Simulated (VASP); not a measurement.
# Si3N in VASP: further runs

The runs below take Si3N through single point, with PBE+D3(BJ).

Everything below comes from runs of VASP 6.6.1. Logs are shortened: lines on timing, memory, paths and dates and some standing lists are left out, and cuts for length are marked.

**1. The cell of the first run**

The cell holds a slab with vacuum, 8 atoms: a = 3.833 Å, b = 5.421 Å, c = 22.488 Å, α = 90.00°, β = 90.00°, γ = 90.00°.

**2. Single point, PBE+D3(BJ)**

Contents of INCAR:

```
SYSTEM = Si3N
PREC = Accurate
ENCUT = 520
EDIFF = 1E-6
ISMEAR = 0
SIGMA = 0.05
LREAL = .False.
LASPH = .True.
NELM = 80
ALGO = Normal
ISIF = 2
LWAVE = .False.
LCHARG = .True.
LDIPOL = .True.
IDIPOL = 3
DIPOL = 0.5 0.5 0.328
GGA = PE
IVDW = 12
LELF = .True.
LVHAR = .True.
LVACPOTAV = .True.
NBANDS = 27
```

Contents of KPOINTS:

```
regular mesh
0
Gamma
  7 5 1
  0 0 0
```

Contents of POSCAR:

```
Si3N
1.0
    3.8333442755      0.0000000000      0.0000000000
    0.0000000000      5.4211674636      0.0000000000
    0.0000000000      0.0000000000     22.4877586337
Si N
6 2
Direct
    0.5000000000      0.0000000000      0.1778745523
    0.0000000000      0.2500000000      0.1778745523
    0.0000000000      0.5038839981      0.2608672216
    0.5000000000      0.7461160019      0.2608672216
    0.5000000000      0.0086033066      0.3418641564
    0.0000000000      0.2413966934      0.3418641564
    0.8333333333      0.1752699732      0.5063981173
    0.8333333333      0.1752699732      0.5553136192
```

Potentials or basis: VASP PAW PBE potentials, release 64 (Si, N).

Command:

```console
cat potpaw_PBE.64/Si/POTCAR potpaw_PBE.64/N/POTCAR > POTCAR
mpirun -np 1 vasp_std > vasp.out
```

OUTCAR:

```text
SYSTEM = Si3N
   PREC = Accurate
   ENCUT = 520
   EDIFF = 1E-6
   ISMEAR = 0
   LREAL = .False.
   LASPH = .True.
   NELM = 80
   ISIF = 2
   GGA = PE
   IVDW = 12
 IVDW          = 12

 ion  position               nearest neighbor table
   1  0.500  0.000  0.178-   4 2.32   2 2.35   2 2.35
   2  0.000  0.250  0.178-   3 2.32   1 2.35   1 2.35
   3  0.000  0.504  0.261-   6 2.31   2 2.32   4 2.32   4 2.32
   4  0.500  0.746  0.261-   5 2.31   1 2.32   3 2.32   3 2.32
   5  0.500  0.009  0.342-   6 2.29   6 2.29   4 2.31
   6  0.000  0.241  0.342-   5 2.29   5 2.29   3 2.31
   7  0.833  0.175  0.506-   8 1.10
   8  0.833  0.175  0.555-   7 1.10

  LATTYP: Found a simple orthorhombic cell.
 ALAT       =     3.8333442755
 B/A-ratio  =     1.4142135624
 C/A-ratio  =     5.8663550721

  Lattice vectors:

 A1 = (   3.8333442755,   0.0000000000,   0.0000000000)
 A2 = (   0.0000000000,   5.4211674636,   0.0000000000)
 A3 = (   0.0000000000,   0.0000000000,  22.4877586337)

Analysis of symmetry for initial positions (statically):
=====================================================================
 Subroutine PRICEL returns:
 Original cell was already a primitive cell.

 Routine SETGRP: Setting up the symmetry group for a
 simple orthorhombic supercell.

 Subroutine GETGRP returns: Found  1 space group operations
 (whereof  1 operations were pure point group operations)
 out of a pool of  8 trial point group operations.

The static configuration has the point symmetry C_1 .

Analysis of symmetry for dynamics (positions and initial velocities):
=====================================================================
 Subroutine PRICEL returns:
 Original cell was already a primitive cell.

 Routine SETGRP: Setting up the symmetry group for a
 simple orthorhombic supercell.

 Subroutine GETGRP returns: Found  1 space group operations
 (whereof  1 operations were pure point group operations)
 out of a pool of  8 trial point group operations.

The dynamic configuration has the point symmetry C_1 .

 Subroutine INISYM returns: Found  1 space group operations
 (whereof  1 operations are pure point group operations),
 and found     1 'primitive' translations

----------------------------------------------------------------------------------------

                                     Primitive cell

  volume of cell :     467.3226

  direct lattice vectors                    reciprocal lattice vectors
     3.833344276  0.000000000  0.000000000     0.260868821  0.000000000  0.000000000
     0.000000000  5.421167464  0.000000000     0.000000000  0.184462112  0.000000000
     0.000000000  0.000000000 22.487758634     0.000000000  0.000000000  0.044468638

  length of vectors
     3.833344276  5.421167464 22.487758634     0.260868821  0.184462112  0.044468638

  position of ions in fractional coordinates (direct lattice)
     0.500000000  0.000000000  0.177874552
     0.000000000  0.250000000  0.177874552
     0.000000000  0.503883998  0.260867222
     0.500000000  0.746116002  0.260867222
     0.500000000  0.008603307  0.341864156
     0.000000000  0.241396693  0.341864156
     0.833333333  0.175269973  0.506398117
     0.833333333  0.175269973  0.555313619

  ion indices of the primitive-cell ions
   primitive index   ion index
                 1           1
                 2           2
                 3           3
                 4           4
                 5           5
                 6           6
                 7           7
                 8           8

----------------------------------------------------------------------------------------

 KPOINTS: regular mesh

Automatic generation of k-mesh.
 Grid dimensions read from file:
 generate k-points for:    7    5    1

 Generating k-lattice:

  Cartesian coordinates                     Fractional coordinates (reciprocal lattice)
     0.037266974  0.000000000  0.000000000     0.142857143  0.000000000  0.000000000
     0.000000000  0.036892422  0.000000000     0.000000000  0.200000000  0.000000000
     0.000000000  0.000000000  0.044468638     0.000000000  0.000000000  1.000000000

  Length of vectors
     0.037266974  0.036892422  0.044468638

  Shift w.r.t. Gamma in fractional coordinates (k-lattice)
     0.000000000  0.000000000  0.000000000

 Subroutine IBZKPT returns following result:
 ===========================================

 Found     18 irreducible k-points:

 Following reciprocal coordinates:
            Coordinates               Weight
  0.000000  0.000000  0.000000      1.000000
  0.142857  0.000000  0.000000      2.000000
  0.285714  0.000000  0.000000      2.000000
  0.428571  0.000000  0.000000      2.000000
  0.000000  0.200000  0.000000      2.000000
  0.142857  0.200000  0.000000      2.000000
[... 10 lines left out ...]
  0.428571  0.400000  0.000000      2.000000
  0.428571 -0.400000  0.000000      2.000000
   k-points           NKPTS =     18   k-points in BZ     NKDIM =     18   number of bands    NBANDS=     27
   number of dos      NEDOS =    301   number of ions     NIONS =      8
   total plane-waves  NPLWV = 201600
   dimension x,y,z NGX =    30 NGY =   40 NGZ =  168
   dimension x,y,z NGXF=    60 NGYF=   80 NGZF=  336
   ions per type =               6   2
   NGX,Y,Z   is equivalent  to a cutoff of  13.01, 12.27, 12.42 a.u.
   NGXF,Y,Z  is equivalent  to a cutoff of  26.02, 24.53, 24.84 a.u.
 SYSTEM =  Si3N
   PREC   = accura    normal or accurate (medium, high low for compatibility)
   ISTART =      0    job   : 0-new  1-cont  2-samecut
   ICHARG =      2    charge: 1-file 2-atom 10-const
   ISPIN  =      1    spin polarized calculation?
   LNONCOLLINEAR =      F non collinear calculations
   LSORBIT =      F    spin-orbit coupling
   LASPH  =      T    aspherical Exc in radial PAW
   ENCUT  =  520.0 eV  38.22 Ry    6.18 a.u.   7.13 10.08 41.81*2*pi/ulx,y,z
   NELM   =     80;   NELMIN=  2; NELMDL= -5     # of ELM steps
   EDIFF  = 0.1E-05   stopping-criterion for ELM
   LREAL  =      F    real-space projection
   EDIFFG = 0.1E-04   stopping-criterion for IOM
   NSW    =      0    number of steps for IOM
   IBRION =     -1    ionic relax: 0-MD 1-quasi-New 2-CG
   NFREE  =      0    steps in history (QN), initial steepest desc. (CG)
   ISIF   =      2    stress and relaxation
   ISYM   =      2    0-nonsym 1-usesym 2-fastsym
   POTIM  = 0.5000    time-step for ionic-motion
   TEBEG  =    0.0;   TEEND  =   0.0 temperature during run
   PSTRESS=    0.0 pullay stress
   NELECT =      34.0000    total number of electrons
   NUPDOWN=      -1.0000    fix difference up-down
   EMIN   =  10.00;   EMAX   =-10.00  energy-range for DOS
   EFERMI =   0.00;   METHOD = LEGACY
   ISMEAR =     0;   SIGMA  =   0.05  broadening in eV -4-tet -1-fermi 0-gaus
   EFERMI_NEDOS =   21; number of points for ismear=-14 and -15
   IALGO  =     38    algorithm
   IMIX   =      4    mixing-type and parameters
     AMIX     =   0.40;   BMIX     =  1.00
     AMIX_MAG =   1.60;   BMIX_MAG =  1.00
  volume/ion in A,a.u.               =      58.42       394.21
  Fermi-wavevector in a.u.,A,eV,Ry     =   0.683432  1.291500  6.355006  0.467080
  Thomas-Fermi vector in A             =   1.762794
   LORBIT       =      0    0 simple, 1 ext, 2 COOP (PROOUT), +10 PAW based schemes
   GGA     = PE    functional components
   LHFCALC =     F    Hartree Fock is set to
   AEXX    =    0.0000 exact exchange contribution
   IVDW    =    12    specifies the selected vdW correction
   LEPSILON=     F    determine dielectric tensor
   LRPA    =     F    only Hartree local field effects (RPA)
 non-spin polarized calculation
 Gauss-broadening in eV      SIGMA  =   0.05
  energy-cutoff  :      520.00
  volume of cell :      467.32
 maximum number of plane-waves:     12627
 NGX is ok and might be reduce to    30
   NGX = 15   NGY = 21   NGZ = 83

 dipolmoment           0.000000      0.000000      0.000012 electrons x Angstroem

 number of electron      34.0000001 magnetization

 dipolmoment           0.000000      0.000000     -0.014128 electrons x Angstroem

 Free energy of the ion-electron system (eV)
  ---------------------------------------------------
  ext. energy  EPLUGINS =         0.00000000
  ---------------------------------------------------
  free energy    TOTEN  =       -45.02107787 eV

  energy without entropy =      -45.01497452  energy(sigma->0) =      -45.01802619

 E-fermi :  -1.6826     XC(G=0):  -3.8797

 val. band max:       -1.7025935986   @ k =   0.2857  -0.2000   0.0000
 cond. band min:      -1.6625689418   @ k =   0.2857   0.4000   0.0000
 fundamental gap:      0.0400246568
 Fermi energy:        -1.6826160017

 k-point     1 :       0.0000    0.0000    0.0000
  band No.  band energies     occupation
      1     -25.6255      2.00000
      2     -13.1062      2.00000
      3     -11.2602      2.00000
      4     -10.7173      2.00000
      5      -9.8011      2.00000
      6      -8.8805      2.00000
[... 19 lines left out ...]
     26       1.7079      0.00000
     27       2.3134      0.00000

 k-point     2 :       0.1429    0.0000    0.0000
  band No.  band energies     occupation
      1     -25.6222      2.00000
      2     -12.9258      2.00000
      3     -11.0762      2.00000
      4     -10.7006      2.00000
      5      -9.6090      2.00000
      6      -8.8778      2.00000
[... 19 lines left out ...]
     26       2.2696      0.00000
     27       2.6280      0.00000

 k-point     3 :       0.2857    0.0000    0.0000
  band No.  band energies     occupation
      1     -25.6149      2.00000
      2     -12.3936      2.00000
      3     -10.6901      2.00000
      4     -10.5010      2.00000
      5      -9.4268      2.00000
      6      -9.0359      2.00000
[... 414 lines left out ...]
      1     -25.6089      2.00000
      2     -11.0717      2.00000
      3     -10.6855      2.00000
      4     -10.6311      2.00000
      5      -9.4788      2.00000
      6      -9.0331      2.00000
[... 19 lines left out ...]
     26       2.7511      0.00000
     27       3.2208      0.00000

 k-point    18 :       0.4286   -0.4000    0.0000
  band No.  band energies     occupation
      1     -25.6089      2.00000
      2     -11.0722      2.00000
      3     -10.6735      2.00000
      4     -10.6428      2.00000
      5      -9.4787      2.00000
      6      -9.0330      2.00000
[... 19 lines left out ...]
     26       2.7464      0.00000
     27       3.2145      0.00000

------------------------ aborting loop because EDIFF is reached ----------------------------------------

 Edisp (eV)   -1.60877

 E8    (eV) :    -0.6846

  FORCE on cell =-STRESS in cart. coord.  units (eV):
  Direction    XX          YY          ZZ          XY          YZ          ZX
  --------------------------------------------------------------------------------------
  -------------------------------------------------------------------------------------
  Total       0.13897     0.16166     2.60436     0.01253    -0.02099    -0.00636
  in kB       0.47643     0.55425     8.92884     0.04294    -0.07195    -0.02179
  external pressure =        3.32 kB  Pullay stress =        0.00 kB

 VOLUME and BASIS-vectors are now :
 -----------------------------------------------------------------------------
  energy-cutoff  :      520.00
  volume of cell :      467.32
      direct lattice vectors                 reciprocal lattice vectors
     3.833344276  0.000000000  0.000000000     0.260868821  0.000000000  0.000000000
     0.000000000  5.421167464  0.000000000     0.000000000  0.184462112  0.000000000
     0.000000000  0.000000000 22.487758634     0.000000000  0.000000000  0.044468638

 POSITION                                       TOTAL-FORCE (eV/Angst)
 -----------------------------------------------------------------------------------
      1.91667      0.00000      4.00000         0.003433      0.561348     -0.047254
      0.00000      1.35529      4.00000        -0.003102     -0.560022     -0.048285
      0.00000      2.73164      5.86632         0.001926     -0.088979     -0.005781
      1.91667      4.04482      5.86632        -0.001581      0.093349     -0.004507
      1.91667      0.04664      7.68776        -0.004326     -0.008565      0.067243
      0.00000      1.30865      7.68776         0.005282      0.005629      0.037401
      3.19445      0.95017     11.38776        -0.002976     -0.004504     -2.120957
      3.19445      0.95017     12.48776         0.001343      0.001743      2.122140
 -----------------------------------------------------------------------------------
    total drift:                                0.000008     -0.000039     -0.000189

  FREE ENERGIE OF THE ION-ELECTRON SYSTEM (eV)
  ---------------------------------------------------
  free  energy   TOTEN  =       -46.6298450872 eV

  energy  without entropy=      -46.6237417374  energy(sigma->0) =      -46.62679341

 vacuum level on the upper side and lower side of the slab         3.023         3.147
```

It took 9.4 min on 1 thread of Intel Xeon 8259CL, shared host; peak memory 0.57 GiB.

What came out:

| Item | Value |
| --- | --- |
| Free energy | -46.6298 eV |
| Largest force | 2.122 eV/Å |
| Band gap on the k mesh | zero (bands 17 and 18 overlap by 0.29 eV) |
| Dispersion energy per atom | -0.201 eV |

Forces in eV/Å, atoms in the order of the input:
```
Si   0.003  0.561 -0.047
Si  -0.003 -0.560 -0.048
Si   0.002 -0.089 -0.006
Si  -0.002  0.093 -0.005
Si  -0.004 -0.009  0.067
Si   0.005  0.006  0.037
N   -0.003 -0.005 -2.121
N    0.001  0.002  2.122
```

Caveat: the standard files for N, O and F lose accuracy on very short bonds.

**3. Single point, PBE+D3(BJ)**

Contents of INCAR:

```
  PREC = Accurate
  ENCUT = 520
  EDIFF = 1E-6
  ISMEAR = 0
  SIGMA = 0.05
  LREAL = F
  LASPH = T
  NELM = 80
  ALGO = Normal
  ISIF = 2
  LWAVE = F
  LCHARG = F
  LDIPOL = T
  IDIPOL = 3
  DIPOL = 0.5 0.5 0.328
  GGA = PE
  IVDW = 12
  NBANDS = 27
```

Contents of KPOINTS:

```
Automatic mesh
0
Gamma
  7 5 1
```

POSCAR, as its differences from that of step 2:

```diff
@@ -14,3 +14,3 @@
     0.0000000000      0.2413966934      0.3418641564
-    0.8333333333      0.1752699732      0.5063981173
-    0.8333333333      0.1752699732      0.5553136192
+    0.6666666667      0.6752699732      0.5063981173
+    0.6666666667      0.6752699732      0.5553136192
```

Potentials or basis: VASP PAW PBE potentials, release 64 (Si, N).

Command:

```console
cat potpaw_PBE.64/Si/POTCAR potpaw_PBE.64/N/POTCAR > POTCAR
mpirun -np 1 vasp_std > vasp.out
```

It took 8 min on 1 thread of Intel Xeon 8259CL, shared host; peak memory 0.57 GiB.

It converged, with:

```yaml
Free_energy: -46.6317 eV
Largest_force: 2.150 eV/Å
Band_gap_on_the_k_mesh: zero (bands 17 and 18 overlap by 0.28 eV)
Dispersion_energy_per_atom: -0.200 eV
```

Forces on the atoms (eV/Å):
```
Si   0.001  0.554 -0.055
Si  -0.001 -0.554 -0.055
Si   0.000 -0.082  0.002
Si   0.000  0.079  0.004
Si  -0.003  0.010  0.059
Si   0.002 -0.005  0.075
N    0.002 -0.004 -2.150
N   -0.001  0.002  2.120
```

Levels at points of the mesh, in eV from the Fermi level:
| k point | band 13 | band 14 | band 15 | band 16 | band 17 | band 18 | band 19 | band 20 | band 21 | band 22 |
| --- | --- | --- | --- | --- | --- | --- | --- | --- | --- | --- |
| (0.00, 0.00, 0.00) | -2.49 | -1.21 | -0.71 | -0.40 | -0.30 | 0.27 | 1.19 | 2.07 | 2.61 | 2.66 |

Caveat: the standard files for N, O and F lose accuracy on very short bonds.
